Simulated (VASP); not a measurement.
## Ti: single point with r2SCAN

Crystal: Ti.

```
Ti
1.0
     2.93519    0.00000    0.00000
    -1.46759    2.54195    0.00000
     0.00000    0.00000    4.63805
Ti
2
Direct
  0.33333 0.66667 0.25000
  0.66667 0.33333 0.75000
```

* Program: VASP 6.6.1
* Task: single point
* Functional: r2SCAN
* Potentials or basis: VASP PAW PBE potentials, release 64 (Ti_sv)
* Cutoff: 520 eV
* k mesh: 18 × 18 × 10
* Occupations: gaussian, width 0.1 eV
* Spin: no spin polarisation
* Dipole correction: no
* Further INCAR settings: ALGO = Normal; EDIFF = 1e-06; NBANDS = 19

```
Pressure               : 0.4 GPa
Band gap on the k mesh : zero (band 12 reaches 9.31 eV, above the bottom of band 13 at 8.07 eV)
```

Levels at points of the mesh, in eV from the Fermi level:
```tsv
k point	band 10	band 11	band 12	band 13	band 14	band 15
(0.00, 0.00, 0.00)	-2.88	0.58	0.86	0.86	0.98	1.39
(0.50, 0.00, 0.00)	-2.30	-1.96	-0.86	0.60	0.70	1.27
(0.00, 0.00, 0.50)	-4.69	0.06	0.06	0.77	0.77	0.77
(0.50, 0.00, 0.50)	-2.70	-0.88	-0.88	1.24	1.24	1.90
```

Wall time 5 min on 1 thread of Intel Xeon 6975P-C, on a shared host, peak memory 0.25 GiB.

Caveat: the PAW data sets were made with another functional, which shifts forces and pressure a little.
